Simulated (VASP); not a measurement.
## MnAs: single point with BLYP

Crystal: MnAs.

```
As Mn
1.0
     3.71000    0.00000    0.00000
    -1.85500    3.21295    0.00000
     0.00000    0.00000    5.69100
As Mn
2 2
Direct
  0.66667 0.33333 0.75000
  0.33333 0.66667 0.25000
  0.00000 0.00000 0.50000
  0.00000 0.00000 0.00000
```

```
Program                : VASP 6.6.1
Task                   : single point
Functional             : BLYP
Potentials or basis    : VASP PAW PBE potentials, release 64 (As, Mn_pv)
Cutoff                 : 520 eV
k mesh                 : 8 × 8 × 5
Occupations            : fermi-dirac, width 0.05 eV
Spin                   : collinear spin, ferromagnetic start
Starting moments       : [0.0, 0.0, 4.0, 4.0] μB
Dipole correction      : no
Further INCAR settings : ALGO = Normal; EDIFF = 1e-06; NBANDS = 30
```

The pressure is 1.7 GPa, the band gap on the k mesh is zero (filled and empty bands overlap) and the net moment is 6.01 μB per cell. The site moments are As -0.12; Mn +3.07 μB and the valence electrons inside the program's atomic spheres are As 2.83; Mn 11.63.

Stress tensor (GPa, compression positive):
```
2.47 0.00 0.00
0.00 2.47 0.00
0.00 0.00 0.18
```

Levels at points of the mesh, in eV from the Fermi level:
Spin up:
| k point | band 17 | band 18 | band 19 | band 20 | band 21 | band 22 | band 23 | band 24 | band 25 | band 26 |
| --- | --- | --- | --- | --- | --- | --- | --- | --- | --- | --- |
| (0.00, 0.00, 0.00) | -1.71 | -1.71 | -0.40 | 0.55 | 0.55 | 1.42 | 2.87 | 2.87 | 4.14 | 5.14 |
| (0.50, 0.00, 0.00) | -2.03 | -2.00 | -1.99 | -1.75 | -1.52 | -0.46 | 1.17 | 3.15 | 5.04 | 5.12 |
Spin down:
```
           k point  band 12  band 13  band 14  band 15  band 16  band 17  band 18  band 19
(0.00, 0.00, 0.00)    -1.18    -0.21    -0.21    -0.11    -0.11     0.48     0.48     1.13
(0.50, 0.00, 0.00)    -3.14    -2.75    -2.00    -1.30     0.52     0.64     0.64     0.69
```

It took 60 s on 1 thread of Intel(R) Xeon(R) 6975P-C (Granite Rapids), on a shared host, peak memory 0.25 GiB.

Caveat: the PAW data sets were made with another functional, which shifts forces and pressure a little; the run started ferromagnetic, and an antiferromagnetic order may lie lower in energy.
